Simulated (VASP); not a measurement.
# Sc (Pnma) in VASP: notebook, part 2 of 2

VASP 6.6.1.

**3. Relaxation of cell and atoms, PBE**

INCAR

```
SYSTEM = Sc
PREC = Accurate
ENCUT = 600
EDIFF = 1E-6
ISMEAR = 0
SIGMA = 0.1
LREAL = .False.
LASPH = .True.
NELM = 100
ALGO = Normal
ISIF = 3
LWAVE = .False.
LCHARG = .False.
GGA = PE
IBRION = 2
NSW = 90
EDIFFG = -0.04
```

KPOINTS

```
Automatic mesh
0
Gamma
  4 2 6
  0 0 0
```

POSCAR

```
Sc
1.0
    4.5474980551      0.0000000000      0.0000000000
    0.0000000000      7.5389455018      0.0000000000
    0.0000000000      0.0000000000      3.3907539720
Sc
4
Direct
    0.0205000000      0.2500000000      0.6348000000
    0.9795000000      0.7500000000      0.3652000000
    0.4795000000      0.7500000000      0.1348000000
    0.5205000000      0.2500000000      0.8652000000
```

Potentials or basis: VASP PAW PBE potentials, release 64 (Sc_sv).

The run is started by

```console
$ cat potpaw_PBE.64/Sc_sv/POTCAR > POTCAR
$ mpirun -np 1 vasp_std > vasp.out
```

OUTCAR:

```text
SYSTEM = Sc
   PREC = Accurate
   ENCUT = 600
   EDIFF = 1E-6
   ISMEAR = 0
   LREAL = .False.
   LASPH = .True.
   NELM = 100
   ISIF = 3
   GGA = PE
   IBRION = 2
   NSW = 90
   EDIFFG = -0.04

 ion  position               nearest neighbor table
   1  0.020  0.250  0.635-   4 2.40   4 2.40
   2  0.980  0.750  0.365-   3 2.40   3 2.40
   3  0.480  0.750  0.135-   2 2.40   2 2.40
   4  0.520  0.250  0.865-   1 2.40   1 2.40

  LATTYP: Found a simple orthorhombic cell.
 ALAT       =     3.3907539720
 B/A-ratio  =     1.3411465688
 C/A-ratio  =     2.2233832251

  Lattice vectors:

 A1 = (   0.0000000000,   0.0000000000,   3.3907539720)
 A2 = (   4.5474980551,   0.0000000000,   0.0000000000)
 A3 = (   0.0000000000,   7.5389455018,   0.0000000000)

Analysis of symmetry for initial positions (statically):
=====================================================================
 Subroutine PRICEL returns:
 Original cell was already a primitive cell.

 Routine SETGRP: Setting up the symmetry group for a
 simple orthorhombic supercell.

[... 163 lines left out ...]

 number of electron      44.0000002 magnetization

 Free energy of the ion-electron system (eV)
  ---------------------------------------------------
  ext. energy  EPLUGINS =         0.00000000
  ---------------------------------------------------
  free energy    TOTEN  =       -19.24247353 eV

  energy without entropy =      -19.18232847  energy(sigma->0) =      -19.21240100

------------------------ aborting loop because EDIFF is reached ----------------------------------------

  FORCE on cell =-STRESS in cart. coord.  units (eV):
  Direction    XX          YY          ZZ          XY          YZ          ZX
  --------------------------------------------------------------------------------------
  -------------------------------------------------------------------------------------
  Total       15.4713440    -10.8933208     -3.7201679      0.0000000      0.0000000      0.0000000
  in kB      213.2353586   -150.1382914    -51.2735892      0.0000000      0.0000000      0.0000000
  external PRESSURE =       3.9411593 kB  Pullay stress =       0.0000000 kB
[... 1504 lines left out ...]
     25       5.3535      0.00000
     26       5.3535      0.00000

[... ionic steps 4 to 34 ...]

--------------------------------------- Ionic step       35  -------------------------------------------

 number of electron      43.9999986 magnetization

------------------------ aborting loop because EDIFF is reached ----------------------------------------
[... 71 lines left out ...]
--------------------------------------- Ionic step       37  -------------------------------------------

 number of electron      43.9999989 magnetization

 Free energy of the ion-electron system (eV)
  ---------------------------------------------------
  ext. energy  EPLUGINS =         0.00000000
  ---------------------------------------------------
  free energy    TOTEN  =       -24.97406060 eV

  energy without entropy =      -24.90759158  energy(sigma->0) =      -24.94082609

 E-fermi :   3.7803     XC(G=0):  -9.8719

 val. band max:        3.7601084010   @ k =   0.0000   0.5000   0.5000
 cond. band min:       3.7830782693   @ k =   0.2500   0.5000   0.5000
 fundamental gap:      0.0229698682
 Fermi energy:         3.7803217139
[... 725 lines left out ...]
  FREE ENERGIE OF THE ION-ELECTRON SYSTEM (eV)
  ---------------------------------------------------
  free  energy   TOTEN  =       -24.9740605983 eV

  energy  without entropy=      -24.9075915843  energy(sigma->0) =      -24.94082609

 reached required accuracy - stopping structural energy minimisation
```

OSZICAR:

```text
N       E                     dE             d eps       ncg     rms          rms(c)
DAV:   1     0.103525056264E+04    0.10353E+04   -0.21633E+04  1256   0.193E+03
DAV:   2     0.640908769826E+02   -0.97116E+03   -0.96332E+03  1816   0.819E+02
DAV:   3    -0.155629244895E+02   -0.79654E+02   -0.78470E+02  2030   0.329E+02
[... 354 lines left out ...]
DAV:   2    -0.249782944134E+02   -0.31185E-02   -0.13338E-01  1756   0.474E+00    0.446E-01
DAV:   3    -0.249740648479E+02    0.42296E-02   -0.11112E-02  2116   0.136E+00    0.774E-02
DAV:   4    -0.249740595070E+02    0.53409E-05   -0.54402E-04  1930   0.257E-01    0.352E-02
DAV:   5    -0.249740596321E+02   -0.12500E-06   -0.37719E-05  2038   0.652E-02    0.137E-02
DAV:   6    -0.249740605983E+02   -0.96630E-06   -0.46844E-06  1192   0.284E-02
  37 F= -.24974061E+02 E0= -.24940826E+02  d E =-.517294E-02
```

CONTCAR:

```text
Sc
   1.00000000000000
     5.7397029335002925    0.0000000000000000    0.0000000000000000
     0.0000000000000000    5.1837851096821774    0.0000000000000000
    -0.0000000000000000    0.0000000000000000    3.3193051889291723
  Sc
     4
Direct
     0.1677757523551047    0.2500000000000000    0.5041421923195774
     0.8322242476448951    0.7500000000000000    0.4958578076804226
     0.3322242476448956    0.7500000000000000    0.0041421923195773
     0.6677757523551049    0.2500000000000000    0.9958578076804228

  0.00000000E+00  0.00000000E+00  0.00000000E+00
  0.00000000E+00  0.00000000E+00  0.00000000E+00
  0.00000000E+00  0.00000000E+00  0.00000000E+00
  0.00000000E+00  0.00000000E+00  0.00000000E+00
```

It took 24 min on 1 thread of Intel Xeon Platinum 8259CL at 2.50GHz (Skylake/Cascade Lake), shared host; peak memory 0.28 GiB.

What came out:

```yaml
Free_energy: -24.9741 eV
Relaxed_volume: 24.69 Å³/atom
Relaxed_cell: a = 5.740 Å, b = 5.184 Å, c = 3.319 Å, α = 90.00°, β = 90.00°, γ = 90.00°
Space_group_after_relaxing_to_0.05_Å: Pnma (No. 62)
Energy_gained_by_relaxing: 1432.9 meV/atom
Ionic_steps: 37
Pressure_after_relaxing: 0.2 GPa
Largest_force_after_relaxing: 0.022 eV/Å
Band_gap_on_the_k_mesh: zero (band 22 reaches 4.09 eV, above the bottom of band 23 at 3.29 eV)
```

Forces in eV/Å, atoms in the order of the input:
```
Sc  -0.008  0.000 -0.020
Sc   0.008  0.000  0.020
Sc   0.008  0.000 -0.020
Sc  -0.008  0.000  0.020
```

The path:
```csv
step,energy change (eV),largest force (eV/Å),pressure (GPa),volume (Å³)
1,0.0000,1.3780,0.39,116.25
2,-3.4931,0.5773,-4.20,114.44
3,-3.9619,0.2606,-4.56,112.27
4,-4.0110,0.2183,-4.47,111.52
5,-4.2225,0.2667,0.16,98.35
6,-4.2228,0.2635,-0.06,98.78
7,-4.2532,0.2800,0.19,98.11
8,-4.2627,0.2969,0.40,97.49
9,-4.2924,0.3373,0.15,97.97
10,-4.3959,0.4458,-0.61,99.39
11,-4.6253,0.5097,-1.92,102.26
12,-4.9679,0.5088,-3.65,108.07
13,-4.7650,0.4435,-7.29,119.93
14,-5.1139,0.4889,-4.93,112.04
15,-5.1206,0.4867,-4.93,112.04
16,-5.1391,0.4793,-4.94,112.04
17,-5.1697,0.4688,-4.97,112.04
18,-5.2062,0.4660,-5.05,112.04
19,-5.1908,0.4772,-5.23,111.99
20,-5.2144,0.4708,-5.11,112.03
21,-5.2534,0.4663,-4.82,111.07
22,-5.3577,0.4532,-3.86,108.23
23,-5.5056,0.4255,-1.59,102.67
24,-5.5141,0.3526,4.50,92.09
25,-5.5616,0.3901,1.22,97.19
26,-5.5881,0.3677,1.07,97.37
27,-5.6462,0.3090,0.60,97.88
28,-5.6650,0.2311,0.01,98.72
29,-5.6724,0.2490,0.19,98.45
30,-5.6850,0.2171,-0.01,98.81
31,-5.7090,0.1353,-0.57,99.86
32,-5.7037,0.0401,-1.57,101.97
33,-5.7150,0.0800,-1.00,100.74
34,-5.7258,0.0490,-0.06,99.02
35,-5.7264,0.0406,0.23,98.50
36,-5.7296,0.0320,0.21,98.62
37,-5.7316,0.0217,0.16,98.76
```

Final structure:
```
CELL_PARAMETERS angstrom
5.73970 0.00000 0.00000
0.00000 5.18379 0.00000
0.00000 0.00000 3.31931
ATOMIC_POSITIONS crystal
Sc 0.16778 0.25000 0.50414
Sc 0.83222 0.75000 0.49586
Sc 0.33222 0.75000 0.00414
Sc 0.66778 0.25000 0.99586
```

Caveat: the k points lie up to 0.61 Å⁻¹ apart in the final cell; the volume moved by over 15 % at a fixed basis, so the end points are rough.
